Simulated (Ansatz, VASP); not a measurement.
Two plane-wave programs on BaO

```
Ba O
1.0
     0.00000    2.75000    2.75000
     2.75000    0.00000    2.75000
     2.75000    2.75000    0.00000
Ba O
1 1
Direct
  0.00000 0.00000 0.00000
  0.50000 0.50000 0.50000
```

Alike in both runs: task single point; functional PBE; k mesh 3 × 3 × 3; no spin polarisation.

|  | VASP | Ansatz |
| --- | --- | --- |
| version | VASP 6.6.1 | Ansatz 0.2.0 |
| potentials or method | VASP PAW PBE potentials, release 64 (Ba_sv, O) | plane waves, PAW |
| plane-wave cutoff (eV) | 600 | 420 |
| occupations | gaussian, width 0.01 eV | fixed |
| valence electrons in the cell | 16 | 16 |

|  | VASP | Ansatz | Ansatz less VASP |
| --- | --- | --- | --- |
| gap on the k mesh at the Fermi level (eV) | 2.59 | 2.65 | +0.057 |
| pressure (GPa) | 4.9 | 3.0 | -1.83 |

Ansatz's warnings: force scf threshold loose, stress scf threshold loose.

The k mesh is coarse, so the values compare programs but aren't converged. Neither program's run includes spin-orbit coupling.
